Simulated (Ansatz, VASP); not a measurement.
## BP in VASP and in Ansatz

Contents of INCAR:

```
SYSTEM = BP
  PREC = Accurate
  ENCUT = 600
  EDIFF = 1E-7
  ISMEAR = 0
  SIGMA = 0.1
  LREAL = .False.
  LASPH = .True.
  NELM = 60
  ALGO = Normal
  ISIF = 3
  LWAVE = .False.
  LCHARG = .False.
  GGA = PE
  IBRION = 2
  NSW = 90
  EDIFFG = -0.04
```

The input KPOINTS:

```
Automatic mesh
0
Gamma
  6 6 6
  0 0 0
```

File POSCAR:

```
BP
1.0
    2.9704699200      0.0000000000      0.0000000000
    0.0000000000      2.9704699200      0.0000000000
    0.0000000000      0.0000000000      3.2973869900
B P
1 1
Direct
    0.0000000000      0.0000000000      0.0000000000
    0.5000000000      0.5000000000      0.5000000000
```

Input for Ansatz:

```yaml
crystal:
  lattice:
    - [2.97046992, 0.0, 0.0]
    - [0.0, 2.97046992, 0.0]
    - [0.0, 0.0, 3.29738699]
  atoms:
    - { symbol: B, position: [0.0, 0.0, 0.0] }
    - { symbol: P, position: [0.5, 0.5, 0.5] }
basis:
  ecutwfc: 420
kpoints:
  mp_grid: { grid: [6, 6, 6] }
hamiltonian:
  xc: pbe
scf:
  occupations: { method: gaussian, width: 0.1 }
  lower_state_search: "off"
output:
  forces: true
  stress: true
  eigenvalues: true
relax:
  adjacent_minimum: "off"
  f_tol: 0.04
  max_steps: 70
  cell: { stress_tol: 0.4 }
```

Change from the starting cell: species swapped into the TaRu type (P4/mmm, No. 123).

Alike in both runs: task relaxation of cell and atoms; functional PBE; k mesh 6 × 6 × 6; occupations gaussian, width 0.1 eV; no spin polarisation.

```csv
,VASP,Ansatz
version,VASP 6.6.1,Ansatz 0.2.0
potentials or method,"VASP PAW PBE potentials, release 64 (B, P), cutoff 600 eV","scalar-relativistic, plane waves, PAW"
valence electrons in the cell,8,8
```

|  | VASP | Ansatz | Ansatz less VASP |
| --- | --- | --- | --- |
| gap on the k mesh at the Fermi level, each at its own relaxed structure (eV) | none | none | - |
| relaxed volume (Å³/atom) | 10.03 | 10.02 | -0.007 |
| relaxed cell length with the largest relative difference (Å) | 2.634 | 2.632 | -0.0016 |

A gap of «none» marks a metal or a gap that the smearing closes.

Noted on VASP's run: the volume moved by over 15 % at a fixed basis, so the end points are rough; too few bands were computed for a metal, which touches its energy and stress.
